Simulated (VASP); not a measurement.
# Be16H (a cell with a defect) in VASP: single point with PBE

Aim: the single point of Be16H (a cell with a defect) with PBE.

All numbers are computed with VASP 6.6.1; they aren't measurements. Logs are shortened: lines on timing, memory, paths and dates and some standing lists are left out, and cuts for length are marked.

## 1. The cell of the first run

The cell holds a defect, 17 atoms: a = 4.580 Å, b = 3.966 Å, c = 7.177 Å, α = 90.00°, β = 90.00°, γ = 90.00°.

## 2. Single point, PBE

File INCAR:

```
  ALGO = Normal
  EDIFF = 1E-7
  ENCUT = 520
  GGA = PE
  ISIF = 2
  ISMEAR = -1
  LASPH = T
  LCHARG = T
  LELF = T
  LREAL = Auto
  LVHAR = T
  LWAVE = F
  NBANDS = 30
  NELM = 60
  PREC = Accurate
  SIGMA = 0.15
```

File KPOINTS:

```
k-points
0
Gamma
  5 5 3
```

File POSCAR:

```
Be16H
1.0
   -2.2900000000     -3.9663960000      0.0000000000
    3.4350000000     -1.9831980000      0.0000000000
    0.0000000000      0.0000000000      7.1768600000
Be H
16 1
Direct
    0.7499469251      0.4969995512      0.0017146774
    0.5000873187      0.3345327394      0.2503816432
    0.7499466248      0.4970072113      0.4990415028
    0.5166085552      0.3436706234      0.7503750944
    0.5031011437     -0.0034274762      0.0050431526
    0.2499389500      0.8373945256      0.2503806679
    0.5031038474     -0.0034192692      0.4957130277
    0.2491656673      0.8170012746      0.7503748157
    0.2499879657      0.5070889204      0.0060912432
   -0.0003812548      0.3342375332      0.2503788565
    0.2499908292      0.5070978163      0.4946660517
   -0.0167419010      0.3406084561      0.7503756517
   -0.0034294852     -0.0033573570      0.0054891694
    0.7497706752      0.8287385288      0.2503819219
   -0.0034290799     -0.0033500998      0.4952665929
    0.7498711168      0.8325044709      0.7503750944
    0.2516431299      0.1728948377      0.7503755124
```

Potentials or basis: VASP PAW PBE potentials, release 64 (Be, H).

Run with:

```
cat potpaw_PBE.64/Be/POTCAR potpaw_PBE.64/H/POTCAR > POTCAR
mpirun -np 1 vasp_std > vasp.out
```

OUTCAR:

```text
EDIFF = 1E-7
   ENCUT = 520
   GGA = PE
   ISIF = 2
   ISMEAR = -1
   LASPH = T
   LREAL = Auto
   NELM = 60
   PREC = Accurate

 ion  position               nearest neighbor table
   1  0.750  0.497  0.002-   4 2.18  12 2.19  10 2.22   2 2.22  14 2.22  16 2.24  13 2.28   5 2.28
                            13 2.28   5 2.28   9 2.29   9 2.29
   2  0.500  0.335  0.250-  11 2.20   9 2.20   7 2.21   5 2.21   3 2.22   1 2.22  14 2.27   6 2.28
                            10 2.29  10 2.29   6 2.30  14 2.31
   3  0.750  0.497  0.499-   4 2.18  12 2.19  10 2.22   2 2.22  14 2.22  16 2.24  15 2.28   7 2.28
                            15 2.28   7 2.28  11 2.29  11 2.29
   4  0.517  0.344  0.750-  17 1.39  12 2.14   3 2.18   1 2.18  16 2.21   8 2.24   7 2.29   5 2.29
                            16 2.29  11 2.30   9 2.30
   5  0.503  0.997  0.005-  14 2.20   6 2.20   2 2.21  16 2.25  13 2.26   9 2.26   8 2.28   1 2.28
                             1 2.28   4 2.29  13 2.32   9 2.33
   6  0.250  0.837  0.250-  11 2.19   9 2.19  15 2.20  13 2.20   7 2.20   5 2.20  10 2.28   2 2.28
                            14 2.29  14 2.29   2 2.30  10 2.30
   7  0.503  0.997  0.496-  14 2.20   6 2.20   2 2.21  16 2.25  15 2.26  11 2.26   8 2.28   3 2.28
                             3 2.28   4 2.29  15 2.32  11 2.33
   8  0.249  0.817  0.750-  17 1.41  11 2.21   9 2.21   4 2.24  12 2.25  15 2.28  13 2.28   7 2.28
                             5 2.28  16 2.29  16 2.29
   9  0.250  0.507  0.006-   6 2.19   2 2.20  10 2.20   8 2.21   5 2.26  13 2.26   1 2.29   1 2.29
                             4 2.30  12 2.30   5 2.33  13 2.33
  10  1.000  0.334  0.250-   9 2.20  11 2.20  15 2.21  13 2.21   1 2.22   3 2.22  14 2.27   6 2.28
                             2 2.29   2 2.29   6 2.30  14 2.31
  11  0.250  0.507  0.495-   6 2.19   2 2.20  10 2.20   8 2.21   7 2.26  15 2.26   3 2.29   3 2.29
                             4 2.30  12 2.30   7 2.33  15 2.33
  12  0.983  0.341  0.750-  17 1.40   4 2.14   3 2.19   1 2.19  16 2.22   8 2.25  16 2.28  15 2.28
                            13 2.28  11 2.30   9 2.30
  13  0.997  0.997  0.005-  14 2.19   6 2.20  10 2.21  16 2.25   5 2.26   9 2.26   8 2.28   1 2.28
                             1 2.28  12 2.28   5 2.32   9 2.33
  14  0.750  0.829  0.250-  15 2.19  13 2.19   7 2.20   5 2.20   3 2.22   1 2.22   2 2.27  10 2.27
                             6 2.29   6 2.29  10 2.31   2 2.31
  15  0.997  0.997  0.495-  14 2.19   6 2.20  10 2.21  16 2.25   7 2.26  11 2.26   8 2.28   3 2.28
                             3 2.28  12 2.28   7 2.32  11 2.33
  16  0.750  0.833  0.750-   4 2.21  12 2.22   3 2.24   1 2.24   7 2.25   5 2.25  15 2.25  13 2.25
                            12 2.28   8 2.29   4 2.29   8 2.29
  17  0.252  0.173  0.750-   4 1.39  12 1.40   8 1.41

  LATTYP: Found a simple orthorhombic cell.
 ALAT       =     3.9663962620
 B/A-ratio  =     1.1547004875
 C/A-ratio  =     1.8094157835

  Lattice vectors:

 A1 = (  -3.4350000000,   1.9831980000,   0.0000000000)
 A2 = (  -2.2900000000,  -3.9663960000,   0.0000000000)
 A3 = (   0.0000000000,   0.0000000000,   7.1768600000)

Analysis of symmetry for initial positions (statically):
=====================================================================
 Subroutine PRICEL returns:
 Original cell was already a primitive cell.

 Routine SETGRP: Setting up the symmetry group for a
 simple orthorhombic supercell.

 Subroutine GETGRP returns: Found  1 space group operations
 (whereof  1 operations were pure point group operations)
 out of a pool of  8 trial point group operations.

The static configuration has the point symmetry C_1 .

Analysis of symmetry for dynamics (positions and initial velocities):
=====================================================================
 Subroutine PRICEL returns:
 Original cell was already a primitive cell.

 Routine SETGRP: Setting up the symmetry group for a
 simple orthorhombic supercell.

 Subroutine GETGRP returns: Found  1 space group operations
 (whereof  1 operations were pure point group operations)
 out of a pool of  8 trial point group operations.

The dynamic configuration has the point symmetry C_1 .

 Subroutine INISYM returns: Found  1 space group operations
 (whereof  1 operations are pure point group operations),
 and found     1 'primitive' translations

----------------------------------------------------------------------------------------

                                     Primitive cell

  volume of cell :     130.3755

  direct lattice vectors                    reciprocal lattice vectors
[... 55 lines left out ...]

  Cartesian coordinates                     Fractional coordinates (reciprocal lattice)
    -0.021834061 -0.037817707  0.000000000     0.200000000  0.000000000  0.000000000
     0.043668122 -0.025211804  0.000000000     0.000000000  0.200000000  0.000000000
     0.000000000  0.000000000  0.046445567     0.000000000  0.000000000  0.333333333

  Length of vectors
     0.043668125  0.050423605  0.046445567

  Shift w.r.t. Gamma in fractional coordinates (k-lattice)
     0.000000000  0.000000000  0.000000000

 Subroutine IBZKPT returns following result:
 ===========================================

 Found     38 irreducible k-points:

 Following reciprocal coordinates:
            Coordinates               Weight
  0.000000  0.000000  0.000000      1.000000
  0.200000  0.000000  0.000000      2.000000
  0.400000  0.000000  0.000000      2.000000
  0.000000  0.200000  0.000000      2.000000
  0.200000  0.200000  0.000000      2.000000
 -0.200000  0.200000  0.000000      2.000000
[... 16 lines left out ...]
  0.200000 -0.200000 -0.333333      2.000000
 -0.200000 -0.200000  0.333333      2.000000
 [... further k-points ...]
   k-points           NKPTS =     38   k-points in BZ     NKDIM =     38   number of bands    NBANDS=     30
   number of dos      NEDOS =    301   number of ions     NIONS =     17
   total plane-waves  NPLWV =  58320
   dimension x,y,z NGX =    36 NGY =   30 NGZ =   54
   dimension x,y,z NGXF=    72 NGYF=   60 NGZF=  108
   ions per type =              16   1
   NGX,Y,Z   is equivalent  to a cutoff of  13.07, 12.57, 12.51 a.u.
   NGXF,Y,Z  is equivalent  to a cutoff of  26.13, 25.15, 25.02 a.u.
 SYSTEM =  unknown system
   PREC   = accura    normal or accurate (medium, high low for compatibility)
   ISTART =      0    job   : 0-new  1-cont  2-samecut
   ICHARG =      2    charge: 1-file 2-atom 10-const
   ISPIN  =      1    spin polarized calculation?
   LNONCOLLINEAR =      F non collinear calculations
   LSORBIT =      F    spin-orbit coupling
   LASPH  =      T    aspherical Exc in radial PAW
   ENCUT  =  520.0 eV  38.22 Ry    6.18 a.u.   8.52  7.37 13.34*2*pi/ulx,y,z
   NELM   =     60;   NELMIN=  2; NELMDL= -5     # of ELM steps
   EDIFF  = 0.1E-06   stopping-criterion for ELM
   LREAL  =      T    real-space projection
   EDIFFG = 0.1E-05   stopping-criterion for IOM
   NSW    =      0    number of steps for IOM
   IBRION =     -1    ionic relax: 0-MD 1-quasi-New 2-CG
   NFREE  =      0    steps in history (QN), initial steepest desc. (CG)
   ISIF   =      2    stress and relaxation
   ISYM   =      2    0-nonsym 1-usesym 2-fastsym
   POTIM  = 0.5000    time-step for ionic-motion
   TEBEG  =    0.0;   TEEND  =   0.0 temperature during run
   PSTRESS=    0.0 pullay stress
   NELECT =      33.0000    total number of electrons
   NUPDOWN=      -1.0000    fix difference up-down
   EMIN   =  10.00;   EMAX   =-10.00  energy-range for DOS
   EFERMI =   0.00;   METHOD = LEGACY
   ISMEAR =    -1;   SIGMA  =   0.15  broadening in eV -4-tet -1-fermi 0-gaus
   EFERMI_NEDOS =   21; number of points for ismear=-14 and -15
   IALGO  =     38    algorithm
   IMIX   =      4    mixing-type and parameters
     AMIX     =   0.40;   BMIX     =  1.00
     AMIX_MAG =   1.60;   BMIX_MAG =  1.00
  volume/ion in A,a.u.               =       7.67        51.75
  Fermi-wavevector in a.u.,A,eV,Ry     =   1.035573  1.956950 14.591049  1.072412
  Thomas-Fermi vector in A             =   2.169923
   LORBIT       =      0    0 simple, 1 ext, 2 COOP (PROOUT), +10 PAW based schemes
   GGA     = PE    functional components
   LHFCALC =     F    Hartree Fock is set to
   AEXX    =    0.0000 exact exchange contribution
   IVDW    =     0    specifies the selected vdW correction
   LEPSILON=     F    determine dielectric tensor
   LRPA    =     F    only Hartree local field effects (RPA)
 non-spin polarized calculation
  energy-cutoff  :      520.00
  volume of cell :      130.38
 maximum number of plane-waves:      3529
 NGX is ok and might be reduce to    36
   NGX = 17   NGY = 15   NGZ = 27

 number of electron      33.0000000 magnetization

 Free energy of the ion-electron system (eV)
  ---------------------------------------------------
  ext. energy  EPLUGINS =         0.00000000
  ---------------------------------------------------
  free energy    TOTEN  =       -61.34552727 eV

  energy without entropy =      -61.19548256  energy(sigma->0) =      -61.27050492

 E-fermi :   7.1333     XC(G=0): -10.5799

 val. band max:        7.0942041210   @ k =   0.4000   0.2000   0.0000
 cond. band min:       7.1452458293   @ k =  -0.4000   0.2000  -0.3333
 fundamental gap:      0.0510417083
 Fermi energy:         7.1332608394

 k-point     1 :       0.0000    0.0000    0.0000
  band No.  band energies     occupation
      1      -5.0001      2.00000
      2      -2.9104      2.00000
      3      -2.1893      2.00000
      4      -0.3160      2.00000
      5       0.9642      2.00000
      6       1.5081      2.00000
[... 733 lines left out ...]
     27      12.0414      0.00000
     28      12.4091      0.00000

 [... further k-points ...]

 [bands above 28 left out]

------------------------ aborting loop because EDIFF is reached ----------------------------------------

  FORCE on cell =-STRESS in cart. coord.  units (eV):
  Direction    XX          YY          ZZ          XY          YZ          ZX
  --------------------------------------------------------------------------------------
  -------------------------------------------------------------------------------------
  Total        0.7067491      1.5983641      1.8450240      0.7166190      0.0000662      0.0000645
  in kB        8.6852003     19.6422061     22.6733968      8.8064902      0.0008133      0.0007926
  external PRESSURE =      17.0002677 kB  Pullay stress =       0.0000000 kB

 VOLUME and BASIS-vectors are now :
 -----------------------------------------------------------------------------
  energy-cutoff  :      520.00
  volume of cell :      130.38
      direct lattice vectors                 reciprocal lattice vectors
    -2.290000000 -3.966396000  0.000000000    -0.109170306 -0.189088533  0.000000000
     3.435000000 -1.983198000  0.000000000     0.218340611 -0.126059022  0.000000000
     0.000000000  0.000000000  7.176860000     0.000000000  0.000000000  0.139336702

 POSITION                                       TOTAL-FORCE (eV/Angst)
 -----------------------------------------------------------------------------------
     -0.01019     -3.96023      0.01231        -0.005076     -0.002592      0.005552
      0.00392     -2.64699      1.79695        -0.010267     -0.005139     -0.000223
     -0.01016     -3.96025      3.58155        -0.005270     -0.002577     -0.005666
     -0.00253     -2.73064      5.38534        -0.011670     -0.037420      0.000366
      2.27113     -3.97190      0.03619         0.001225     -0.006358      0.008742
      2.30409     -2.65208      1.79695        -0.001769     -0.000831     -0.000198
[... 9 lines left out ...]
      1.14245     -4.62531      5.38534         0.006671     -0.029040      0.000079
      0.01763     -1.34100      5.38534        -0.000473      0.034395      0.000051
 -----------------------------------------------------------------------------------
    total drift:                                0.000877     -0.000439      0.000306

  FREE ENERGIE OF THE ION-ELECTRON SYSTEM (eV)
  ---------------------------------------------------
  free  energy   TOTEN  =       -61.3455272742 eV

  energy  without entropy=      -61.1954825595  energy(sigma->0) =      -61.27050492
```

It took 3.3 min on 1 thread of Intel Xeon Platinum 8259CL at 2.50GHz (Skylake/Cascade Lake), shared host; peak memory 0.27 GiB.

What came out:

```
Free energy            : -61.3455 eV
Pressure               : 1.7 GPa
Largest force          : 0.039 eV/Å
Band gap on the k mesh : zero (an odd number of electrons rules out a gap without spin polarisation)
```

Forces in eV/Å, atoms in the order of the input:
```
Be  -0.005 -0.003  0.006
Be  -0.010 -0.005  0.000
Be  -0.005 -0.003 -0.006
Be  -0.012 -0.037  0.000
Be   0.001 -0.006  0.009
Be  -0.002 -0.001  0.000
Be   0.001 -0.006 -0.009
Be  -0.013  0.020  0.000
Be   0.008  0.005 -0.008
Be   0.011  0.000  0.000
Be   0.008  0.006  0.008
Be   0.023  0.000  0.000
Be  -0.002  0.010 -0.020
Be  -0.006  0.004  0.000
Be  -0.002  0.010  0.020
Be   0.007 -0.029  0.000
H    0.000  0.034  0.000
```

Stress tensor (GPa, compression positive):
```
0.87 0.88 0.00
0.88 1.96 0.00
0.00 0.00 2.27
```
